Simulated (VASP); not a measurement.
## Ru: density of states with PBEsol

Ru:

```
CELL_PARAMETERS angstrom
2.68877 0.00000 0.00000
-1.34439 2.32854 0.00000
0.00000 0.00000 4.25374
ATOMIC_POSITIONS crystal
Ru 0.33333 0.66667 0.75000
Ru 0.66667 0.33333 0.25000
```

| Quantity | Value |
| --- | --- |
| Program | VASP 6.6.1 |
| Task | density of states |
| Functional | PBEsol |
| Potentials or basis | VASP PAW PBE potentials, release 64 (Ru_pv) |
| Cutoff | 520 eV |
| k mesh | 18 × 18 × 10 |
| Occupations | gaussian, width 0.05 eV |
| Spin | no spin polarisation |
| Dipole correction | no |
| k mesh for the DOS | 27 × 27 × 15 |
| Occupations for the DOS | tetrahedron |
| Further INCAR settings | ALGO = Normal; EDIFF = 1e-07; NBANDS = 21 |

The valence electrons inside the program's atomic spheres are Ru 12.70.

Levels at points of the mesh, in eV from the Fermi level:
```csv
k point,band 12,band 13,band 14,band 15,band 16,band 17
"(0.00, 0.00, 0.00)",-1.98,-1.98,-1.44,-1.44,1.22,1.22
```

It took 3.4 min on 1 thread of Intel(R) Xeon(R) Platinum 8259CL CPU @ 2.50GHz (Skylake/Cascade Lake) (shared host), peak memory 0.38 GiB.
